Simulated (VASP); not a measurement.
A run of VASP 6.6.1:

Contents of INCAR:

```
SYSTEM = Ti12B24F
  PREC = Accurate
  ENCUT = 520
  EDIFF = 1E-6
  ISMEAR = 1
  SIGMA = 0.1
  LREAL = Auto
  LASPH = .True.
  NELM = 80
  ALGO = Normal
  ISIF = 2
  LWAVE = .False.
  LCHARG = .False.
  GGA = PE
  NBANDS = 136
```

The input KPOINTS:

```
regular mesh
0
Gamma
  3 2 2
  0 0 0
```

The input POSCAR:

```
Ti12B24F
1.0
    6.0635047200      0.0000000600      0.0000000000
   -4.5476286100      7.8767236400      0.0000000000
    0.0000000000      0.0000000000      6.4483601600
Ti B F
12 24 1
Direct
   -0.0032450097     -0.0346147729     -0.0133340877
   -0.0012643112     -0.0023555479      0.4979912598
    0.0013079962      0.3676116025     -0.0133192002
   -0.0006710170      0.3353601219      0.4979962223
   -0.0009571317      0.6665059281     -0.0010408848
   -0.0009609026      0.6665118950      0.4959265489
    0.4915811784     -0.0036333672     -0.0017089616
    0.4907412999     -0.0037566418      0.5013821995
    0.5064663428      0.3366359023     -0.0017069456
    0.5073118660      0.3367579073      0.5013854561
    0.4990281691      0.6665112565     -0.0022427407
    0.4990316425      0.6665064321      0.4968331359
    0.1788275690      0.2265556176      0.2926418428
    0.3319138708      0.1107984766      0.2534576170
    0.1686309771      0.2230561932      0.7257724265
    0.3316905879      0.1116923762      0.7493605940
    0.1666858619      0.5574561443      0.2504281647
    0.3318639170      0.4445621225      0.2520888970
    0.1674173049      0.5593512216      0.7413636772
    0.3309037738      0.4436744438      0.7473476792
    0.1668780036      0.8872033995      0.2514597448
    0.3329358242      0.7775443522      0.2500131754
    0.1679567676      0.8860874532      0.7421440306
    0.3355737207      0.7783599197      0.7458876180
    0.6661445489      0.2222058358      0.2534535850
    0.8192333860      0.1064566931      0.2926396717
    0.6663669611      0.2213090162      0.7493613694
    0.8294282722      0.1099457071      0.7257711858
    0.6651295281      0.5554677503      0.2500130204
    0.8311866823      0.4458078143      0.2514631565
    0.6624907218      0.5546472315      0.7458904094
    0.8301091013      0.4469183015      0.7421499236
    0.6661966881      0.8884454095      0.2520899825
    0.8313804749      0.7755583704      0.2504241326
    0.6671561698      0.8893297874      0.7473453530
    0.8306467450      0.7736569453      0.7413590248
   -0.0009678175      0.1664946061      0.0489699694
```

Potentials or basis: VASP PAW PBE potentials, release 64 (Ti_sv, B, F).

The run is started by

```console
$ cat potpaw_PBE.64/Ti_sv/POTCAR potpaw_PBE.64/B/POTCAR potpaw_PBE.64/F/POTCAR > POTCAR
$ mpirun -np 1 vasp_std > vasp.out
```

Hardware: 1 thread of Intel(R) Xeon(R) 6975P-C (Granite Rapids), on a shared host.

Task: How long does it take, and how much memory?

Result: Run time: 6.6 min on 1 thread of Intel(R) Xeon(R) 6975P-C (Granite Rapids) (shared host), peak memory 0.52 GiB. Counts: scf iterations 19, k points 8.
